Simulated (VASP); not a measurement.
# BN (I-4m2) in VASP: further runs, part 2 of 2

VASP 6.6.1. Earlier steps stand in the parts before.

### Step 3. Single point, r2SCAN (strain -0.080 along x and y, +0.080 along z)

POSCAR

```
BN
1.0
    0.0000000000      1.6604286547      1.9491988555
    1.6604286547      0.0000000000      1.9491988555
    1.6604286547      1.6604286547      0.0000000000
B N
1 1
Direct
    0.0000000000      0.0000000000      0.0000000000
    0.7500000000      0.7500000000      0.7500000000
```

INCAR.step1

```
SYSTEM = BN
PREC = Accurate ; ENCUT = 520
ISMEAR = 0 ; SIGMA = 0.05
LREAL = .FALSE. ; LASPH = .TRUE.
NELM = 100 ; NBANDS = 11
GGA = PE ; ALGO = Normal
EDIFF = 1E-4 ; LWAVE = .TRUE.
LCHARG = .FALSE.
```

INCAR.step2

```
SYSTEM = BN
PREC = Accurate ; ENCUT = 520
EDIFF = 1E-6 ; ISMEAR = 0
SIGMA = 0.05 ; LREAL = .FALSE.
LASPH = .TRUE. ; NELM = 100
ALGO = Normal ; ISIF = 2
LWAVE = .FALSE. ; LCHARG = .FALSE.
METAGGA = R2SCAN ; LMIXTAU = .TRUE.
NBANDS = 11 ; ISTART = 1
```

KPOINTS

```
regular mesh
0
G
  12 12 12
  0 0 0
```

Potentials or basis: VASP PAW PBE potentials, release 64 (B, N).

Started as:

```bash
> cat potpaw_PBE.64/B/POTCAR potpaw_PBE.64/N/POTCAR > POTCAR
> cp INCAR.step1 INCAR
> mpirun -np 1 vasp_std > vasp.out
> cp INCAR.step2 INCAR
> mpirun -np 1 vasp_std > vasp.out
```

OUTCAR:

```text
SYSTEM = BN
   PREC = Accurate
   ENCUT = 520
   EDIFF = 1E-6
   ISMEAR = 0
   LREAL = .FALSE.
   LASPH = .TRUE.
   NELM = 100
   ISIF = 2
   METAGGA = R2SCAN
   ISTART = 1

 ion  position               nearest neighbor table
   1  0.000  0.000  0.000-   2 1.53   2 1.53   2 1.53   2 1.53
   2  0.750  0.750  0.750-   1 1.53   1 1.53   1 1.53   1 1.53

  LATTYP: Found a body centered tetragonal cell.
 ALAT       =     2.3482007228
 C/A-ratio  =     1.6601637471

  Lattice vectors:

 A1 = (  -1.6604286547,   0.0000000000,   1.9491988555)
 A2 = (   1.6604286547,   0.0000000000,   1.9491988555)
[... 514 lines left out ...]
      8      26.4132      0.00000
      9      33.6885      0.00000
     10      36.8268      0.00000
     11      37.5655      0.00000

 [... further k-points ...]
[... 5 lines left out ...]
  --------------------------------------------------------------------------------------
  -------------------------------------------------------------------------------------
  Total        6.0197797      6.0197797     -3.3873925      0.0000000      0.0000000      0.0000000
  in kB      897.3556491    897.3556491   -504.9513383      0.0000000      0.0000000      0.0000000
  external PRESSURE =     429.9199867 kB  Pullay stress =       0.0000000 kB

 VOLUME and BASIS-vectors are now :
 -----------------------------------------------------------------------------
  energy-cutoff  :      520.00
  volume of cell :       10.75
      direct lattice vectors                 reciprocal lattice vectors
     0.000000000  1.660428655  1.949198855    -0.301127061  0.301127061  0.256515644
     1.660428655  0.000000000  1.949198855     0.301127061 -0.301127061  0.256515644
     1.660428655  1.660428655  0.000000000     0.301127061  0.301127061 -0.256515644

 POSITION                                       TOTAL-FORCE (eV/Angst)
 -----------------------------------------------------------------------------------
      0.00000      0.00000      0.00000         0.000000      0.000000      0.000000
      2.49064      2.49064      2.92380        -0.000000     -0.000000      0.000000
 -----------------------------------------------------------------------------------
    total drift:                               -0.000070     -0.000070      0.000012

  FREE ENERGIE OF THE ION-ELECTRON SYSTEM (eV)
  ---------------------------------------------------
  free  energy   TOTEN  =       -18.5686690634 eV

  energy  without entropy=      -18.5686690634  energy(sigma->0) =      -18.56866906
```

OSZICAR.step1:

```text
N       E                     dE             d eps       ncg     rms          rms(c)
DAV:   1     0.105954000478E+02    0.10595E+02   -0.50722E+03  3738   0.736E+02
DAV:   2    -0.174939036318E+02   -0.28089E+02   -0.26998E+02  4273   0.168E+02
DAV:   3    -0.179695663943E+02   -0.47566E+00   -0.47503E+00  4191   0.184E+01
DAV:   4    -0.179700174796E+02   -0.45109E-03   -0.45108E-03  3853   0.643E-01
DAV:   5    -0.179700178101E+02   -0.33045E-06   -0.33045E-06  3908   0.172E-02    0.727E+00
DAV:   6    -0.169586811169E+02    0.10113E+01   -0.29852E+00  3793   0.104E+01    0.356E+00
DAV:   7    -0.168629078222E+02    0.95773E-01   -0.14674E-01  4071   0.311E+00    0.206E+00
DAV:   8    -0.168463660780E+02    0.16542E-01   -0.37913E-02  4054   0.145E+00    0.233E-01
DAV:   9    -0.168465478456E+02   -0.18177E-03   -0.95365E-04  3739   0.270E-01    0.932E-02
DAV:  10    -0.168466168731E+02   -0.69028E-04   -0.10669E-04  3835   0.882E-02
   1 F= -.16846617E+02 E0= -.16846617E+02  d E =-.550714E-13
```

It took 44 s on 1 thread of AMD EPYC 9R45 (Zen 5), shared host; peak memory 0.1 GiB.

Results:

```yaml
Free_energy: -18.5687 eV
Pressure: 43.0 GPa
Band_gap_on_the_k_mesh: 3.47 eV (least direct gap 8.45 eV)
```

Stress tensor (GPa, compression positive):
```
 89.74   0.00   0.00
  0.00  89.74   0.00
  0.00   0.00 -50.50
```

Levels at points of the mesh, in eV from the valence-band top:
```tsv
k point	band 1	band 2	band 3	band 4	band 5	band 6	band 7	band 8	band 9
(0.00, 0.00, 0.00)	-23.17	-2.24	0.00	0.00	9.10	9.10	10.31	11.62	23.23
(0.50, 0.00, 0.00)	-18.30	-12.69	-4.43	-1.34	7.55	12.33	14.13	16.82	24.95
(0.50, 0.50, 0.00)	-18.20	-12.31	-4.54	-4.54	6.72	12.38	19.48	19.48	20.60
(0.50, 0.00, 0.50)	-16.02	-9.83	-6.98	-6.90	3.47	8.46	17.67	20.17	23.56
```

Caveat: the cell differs from its parent crystal (strain -0.080 along x and y, +0.080 along z); the cell stands under pressure; the PAW data sets were made with another functional, which shifts forces and pressure a little. A k mesh can miss the band edges.

### Step 4. Single point, r2SCAN (strain +0.000 along x and y, -0.080 along z)

POSCAR

```
BN
1.0
    0.0000000000      1.8048137551      1.6604286547
    1.8048137551      0.0000000000      1.6604286547
    1.8048137551      1.8048137551      0.0000000000
B N
1 1
Direct
    0.0000000000      0.0000000000      0.0000000000
    0.7500000000      0.7500000000      0.7500000000
```

INCAR.step1

```
ALGO = Normal
EDIFF = 1E-4
ENCUT = 520
GGA = PE
ISMEAR = 0
LASPH = T
LCHARG = F
LREAL = F
LWAVE = T
NBANDS = 11
NELM = 60
PREC = Accurate
SIGMA = 0.05
```

INCAR.step2

```
ALGO = Normal
EDIFF = 1E-6
ENCUT = 520
ISIF = 2
ISMEAR = 0
ISTART = 1
LASPH = T
LCHARG = F
LMIXTAU = T
LREAL = F
LWAVE = F
METAGGA = R2SCAN
NBANDS = 11
NELM = 60
PREC = Accurate
SIGMA = 0.05
```

KPOINTS

```
k-points
0
Gamma
  12 12 12
```

Started as:

```bash
> cat potpaw_PBE.64/B/POTCAR potpaw_PBE.64/N/POTCAR > POTCAR
> cp INCAR.step1 INCAR
> mpirun -np 1 vasp_std > vasp.out
> cp INCAR.step2 INCAR
> mpirun -np 1 vasp_std > vasp.out
```

Wall time 44 s (1 thread of AMD EPYC 9R45 (Zen 5), shared host); peak memory 0.1 GiB.

The run converged. Its results:

```
Free energy            : -18.9567 eV
Pressure               : 39.3 GPa
Band gap on the k mesh : 3.57 eV (least direct gap 9.12 eV)
```

Stress tensor (GPa, compression positive):
```
22.24  0.00  0.00
 0.00 22.24  0.00
 0.00  0.00 73.35
```

Levels at points of the mesh, in eV from the valence-band top:
| k point | band 1 | band 2 | band 3 | band 4 | band 5 | band 6 | band 7 | band 8 |
| --- | --- | --- | --- | --- | --- | --- | --- | --- |
| (0.00, 0.00, 0.00) | -22.86 | -0.77 | -0.77 | 0.00 | 9.12 | 9.72 | 9.72 | 12.08 |
| (0.50, 0.00, 0.00) | -18.10 | -12.43 | -3.37 | -2.03 | 10.11 | 10.87 | 13.39 | 16.94 |
| (0.50, 0.50, 0.00) | -15.83 | -9.53 | -6.88 | -6.88 | 3.57 | 8.41 | 20.27 | 20.27 |
| (0.50, 0.00, 0.50) | -16.92 | -10.87 | -5.63 | -5.55 | 5.17 | 10.59 | 19.15 | 20.44 |

Caveat: the cell differs from its parent crystal (strain +0.000 along x and y, -0.080 along z); the cell stands under pressure; the PAW data sets were made with another functional, which shifts forces and pressure a little. A k mesh can miss the band edges.

### Step 5. Overview

| cell | gap on the mesh (eV) | pressure (GPa) |
| --- | --- | --- |
| a = 2.506, b = 2.506, c = 2.348 Å, angles 62.1, 62.1, 55.9°, 2 atoms | 3.86 | 64.5 |
| a = 2.561, b = 2.561, c = 2.348 Å, angles 62.7, 62.7, 54.6°, 2 atoms | 3.47 | 43.0 |
| a = 2.452, b = 2.452, c = 2.552 Å, angles 58.6, 58.6, 62.7°, 2 atoms | 3.57 | 39.3 |

Alike in all rows: task single point; level r2SCAN; potentials or basis VASP PAW PBE potentials, release 64 (B, N); no spin polarisation; k mesh 12 × 12 × 12; cutoff (eV) 520; smearing gaussian 0.05 eV.

Caveats: the cell stands under pressure; the PAW data sets were made with another functional, which shifts forces and pressure a little.

Absolute energies hang on the potentials; compare differences alone.
